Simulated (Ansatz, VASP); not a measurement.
**One calculation of NaCl, two programs**

The input POSCAR:

```
NaCl
1.0
    3.5021900000      0.0000000000      0.0000000000
    0.0000000000      3.5021900000      0.0000000000
    0.0000000000      0.0000000000      3.5021900000
Na Cl
1 1
Direct
    0.0000000000      0.0000000000      0.0000000000
    0.5000000000      0.5000000000      0.5000000000
```

Contents of INCAR.step1:

```
PREC = Accurate ; ENCUT = 550
ISMEAR = 0 ; SIGMA = 0.1
LREAL = False ; LASPH = True
NELM = 120 ; NBANDS = 14
GGA = PE ; ALGO = Normal
EDIFF = 1E-5 ; LWAVE = True
LCHARG = False ; GGA_COMPAT = False
```

The input INCAR.step2:

```
PREC = Accurate ; ENCUT = 550
EDIFF = 1E-6 ; ISMEAR = 0
SIGMA = 0.1 ; LREAL = False
LASPH = True ; NELM = 120
ALGO = Normal ; ISIF = 2
LWAVE = False ; LCHARG = False
METAGGA = R2SCAN ; LMIXTAU = True
NBANDS = 14 ; ISTART = 1
GGA_COMPAT = False
```

The input KPOINTS:

```
regular mesh
0
Gamma
  4 4 4
```

Input for Ansatz:

```yaml
crystal:
  lattice:
    - [3.50219, 0.0, 0.0]
    - [0.0, 3.50219, 0.0]
    - [0.0, 0.0, 3.50219]
  atoms:
    - { symbol: Na, position: [0.0, 0.0, 0.0] }
    - { symbol: Cl, position: [0.5, 0.5, 0.5] }
basis:
  ecutwfc: 500
kpoints:
  mp_grid: { grid: [4, 4, 4] }
hamiltonian:
  xc: r2scan
scf:
  occupations: { method: gaussian, width: 0.1 }
  max_iter: 56
output:
  forces: true
  stress: true
  eigenvalues: true
```

Alike in both runs: task single point; functional r2SCAN; k mesh 4 × 4 × 4; occupations gaussian, width 0.1 eV; no spin polarisation.

|  | VASP | Ansatz |
| --- | --- | --- |
| version | VASP 6.6.1 | Ansatz 0.2.0 |
| potentials or method | VASP PAW PBE potentials, release 64 (Na_pv, Cl), cutoff 550 eV | scalar-relativistic, plane waves, PAW |
| valence electrons in the cell | 14 | 16 |

|  | VASP | Ansatz | Ansatz less VASP |
| --- | --- | --- | --- |
| gap on the k mesh at the Fermi level (eV) | 4.81 | 4.78 | -0.034 |
| least direct gap on the mesh (eV) | 5.31 | 5.28 | -0.032 |
| pressure (GPa) | -1.1 | -0.9 | +0.26 |

VASP's potentials were made for PBE, not for r2SCAN. VASP's potentials hold 14 valence electrons a cell and Ansatz's 16, so a difference there can come from the potentials and not from the codes.

The k mesh is coarse, so the values compare programs but aren't converged.
